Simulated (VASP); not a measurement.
Here is a VASP 6.6.1 calculation.

File INCAR:

```
SYSTEM = Nb
PREC     = Accurate       ! precision mode
ENCUT    = 500            ! plane-wave cutoff, eV
EDIFF    = 1E-6           ! SCF threshold, eV
ISMEAR   = 0              ! smearing method
SIGMA    = 0.15           ! smearing width, eV
LREAL    = .False.        ! projectors in reciprocal space
LASPH    = .True.         ! aspherical terms in the spheres
NELM     = 120            ! most SCF steps
ALGO     = Normal         ! electronic algorithm
ISIF     = 2              ! what is computed and relaxed
LWAVE    = .False.        ! write WAVECAR
LCHARG   = .True.         ! write CHGCAR
GGA      = PS             ! functional
LELF     = .True.         ! ELF
LVHAR    = .True.       
NBANDS   = 12             ! bands
GGA_COMPAT= .False.
```

File KPOINTS:

```
regular mesh
0
Gamma
  20 20 20
  0 0 0
```

Contents of POSCAR:

```
Nb
1.0
    0.0000000000      2.1678750000      2.1678750000
    2.1678750000      0.0000000000      2.1678750000
    2.1678750000      2.1678750000      0.0000000000
Nb
1
Direct
    0.0000000000      0.0000000000      0.0000000000
```

Potentials or basis: VASP PAW PBE potentials, release 64 (Nb_sv).

Run with:

```bash
$ cat potpaw_PBE.64/Nb_sv/POTCAR > POTCAR
$ mpirun -np 1 vasp_std > vasp.out
```

**Question.** Predict the pressure.

**Answer.** -16.7 GPa.

**Question.** Predict the band gap on the k mesh.

**Answer.** Zero (an odd number of electrons rules out a gap without spin polarisation).

Caveat: the cell differs from its parent crystal (strain +0.025 along x and y, +0.025 along z); the cell stands under tension; the PAW data sets were made with another functional, which shifts forces and pressure a little.
